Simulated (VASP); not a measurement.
Wanted: the native input for a VASP 6.6.1 run.

* Task: electric field gradients
* Functional: PBE
* Potentials or basis: VASP PAW PBE potentials, release 64 (B, P)
* Cutoff: 520 eV
* k mesh: 12 × 12 × 12
* Occupations: fermi-dirac, width 0.08 eV
* Spin: no spin polarisation
* Dipole correction: no
* Further INCAR settings: ALGO = Normal; EDIFF = 1e-08; NBANDS = 11

The structure of BP lies in POSCAR:

```
BP
1.0
    0.0000000000      2.2305349420      2.2305349420
    2.2305349420      0.0000000000      2.2305349420
    2.2305349420      2.2305349420      0.0000000000
B P
1 1
Direct
    0.0000000000      0.0000000000      0.0000000000
    0.7500000000      0.7500000000      0.7500000000
```

This cell differs from its parent crystal: volume scaled by 0.95.

One way to write it, as run:

INCAR

```
PREC     = Accurate       # precision mode
ENCUT    = 520            # plane-wave cutoff, eV
EDIFF    = 1E-8           # SCF threshold, eV
ISMEAR   = -1             # smearing method
SIGMA    = 0.08           # smearing width, eV
LREAL    = F              # projectors in reciprocal space
LASPH    = T              # aspherical terms in the spheres
NELM     = 80             # most SCF steps
ALGO     = Normal         # electronic algorithm
ISIF     = 2              # what is computed and relaxed
LWAVE    = F              # write WAVECAR
LCHARG   = F              # write CHGCAR
GGA      = PE             # functional
LEFG     = T            
NBANDS   = 11             # bands
```

KPOINTS

```
Automatic mesh
0
Gamma
  12 12 12
```

Potentials or basis: VASP PAW PBE potentials, release 64 (B, P).

Launch:

```sh
$ cat potpaw_PBE.64/B/POTCAR potpaw_PBE.64/P/POTCAR > POTCAR
$ mpirun -np 1 vasp_std > vasp.out
```

Results of the run:

```json
{"Pressure": "10.2 GPa", "Band gap on the k mesh": "1.16 eV, indirect (least direct gap 3.48 eV)"}
```

Caveat: without QUAD_EFG the Cq values of the log hold for a quadrupole moment of 1 mb, not for the nuclei.

Run time: 41 s on 1 thread of AMD EPYC 7R13, on a shared host, peak memory 0.11 GiB.
